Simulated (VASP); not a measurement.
Write the native input for VASP 6.6.1 that does the following.

- Task: single point
- Functional: PBE
- Potentials or basis: VASP PAW PBE potentials, release 64 (Ga_d, P)
- Cutoff: 520 eV
- k mesh: 13 × 13 × 13
- Occupations: fermi-dirac, width 0.03 eV
- Spin: no spin polarisation
- Dipole correction: no
- Further INCAR settings: ALGO = Normal; EDIFF = 1e-06; NBANDS = 16

The structure of GaP (zincblende type) lies in POSCAR:

```
GaP
1.0
    0.0000000000      2.7251991465      2.7251991465
    2.7251991465      0.0000000000      2.7251991465
    2.7251991465      2.7251991465      0.0000000000
Ga P
1 1
Direct
    0.0000000000      0.0000000000      0.0000000000
    0.2500000000      0.2500000000      0.2500000000
```

This cell differs from its parent crystal: volume scaled by 0.97.

The input as run:

INCAR

```
ALGO = Normal ; EDIFF = 1E-6
ENCUT = 520 ; GGA = PE
ISIF = 2 ; ISMEAR = -1
LASPH = True ; LCHARG = False
LREAL = False ; LWAVE = False
NBANDS = 16 ; NELM = 100
PREC = Accurate ; SIGMA = 0.03
```

KPOINTS

```
k-points
0
Gamma
  13 13 13
```

Potentials or basis: VASP PAW PBE potentials, release 64 (Ga_d, P).

Launch:

```console
$ cat potpaw_PBE.64/Ga_d/POTCAR potpaw_PBE.64/P/POTCAR > POTCAR
$ mpirun -np 1 vasp_std > vasp.out
```

Results of the run:

```
Pressure               : 2.4 GPa
Band gap on the k mesh : 1.62 eV, indirect (least direct gap 1.83 eV)
```

It took 110 s on 1 thread of AMD EPYC 7R13, on a shared host, peak memory 0.17 GiB.
